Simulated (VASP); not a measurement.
A run of VASP 6.6.1:

The input INCAR:

```
SYSTEM = MgS
ALGO = Normal
EDIFF = 1E-6
EDIFFG = -0.01
ENCUT = 600
GGA = PE
IBRION = 2
ISIF = 3
ISMEAR = 0
LASPH = .TRUE.
LCHARG = .FALSE.
LREAL = .FALSE.
LWAVE = .FALSE.
NELM = 80
NSW = 100
PREC = Accurate
SIGMA = 0.1
```

The input KPOINTS:

```
k-points
0
G
  16 16 16
  0 0 0
```

The input POSCAR:

```
MgS
1.0
    3.2762900170      0.0000000000      0.0000000000
    0.0000000000      3.2762900170      0.0000000000
    0.0000000000      0.0000000000      3.2762900170
Mg S
1 1
Direct
    0.0000000000      0.0000000000      0.0000000000
    0.5000000000      0.5000000000      0.5000000000
```

Potentials or basis: VASP PAW PBE potentials, release 64 (Mg, S).

Launch:

```bash
$ cat potpaw_PBE.64/Mg/POTCAR potpaw_PBE.64/S/POTCAR > POTCAR
$ mpirun -np 1 vasp_std > vasp.out
```

Hardware: 1 thread of Intel(R) Xeon(R) Platinum 8488C (Sapphire Rapids), on a shared host.

Task: How long does it take, and how much memory?

Result: Wall time 48 s on 1 thread of Intel(R) Xeon(R) Platinum 8488C (Sapphire Rapids), on a shared host, peak memory 0.21 GiB. Counts: scf iterations 19, k points 165, ion steps 2.
